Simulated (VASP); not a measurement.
Here is a VASP 6.6.1 calculation.

The input INCAR:

```
SYSTEM = AgCl
PREC = Accurate
ENCUT = 520
EDIFF = 1E-6
ISMEAR = -1
SIGMA = 0.01
LREAL = .FALSE.
LASPH = .TRUE.
NELM = 60
ALGO = Normal
ISIF = 2
LWAVE = .FALSE.
LCHARG = .FALSE.
GGA = PS
NBANDS = 16
```

File KPOINTS:

```
regular mesh
0
G
  9 9 9
  0 0 0
```

Contents of POSCAR:

```
AgCl
1.0
    3.4791620374      0.0000000000      0.0000000000
    0.0000000000      3.4791620374      0.0000000000
    0.0000000000      0.0000000000      3.4791620374
Ag Cl
1 1
Direct
    0.0000000000      0.0000000000      0.0000000000
    0.5000000000      0.5000000000      0.5000000000
```

Potentials or basis: VASP PAW PBE potentials, release 64 (Ag, Cl).

Command:

```bash
$ cat potpaw_PBE.64/Ag/POTCAR potpaw_PBE.64/Cl/POTCAR > POTCAR
$ mpirun -np 1 vasp_std > vasp.out
```

(1) What does it give for the band gap on the k mesh?

(2) Predict the pressure.

Answers

(1) 0.43 eV, indirect (least direct gap 1.81 eV).

(2) -6.0 GPa.

Caveat: the PAW data sets were made with another functional, which shifts forces and pressure a little.
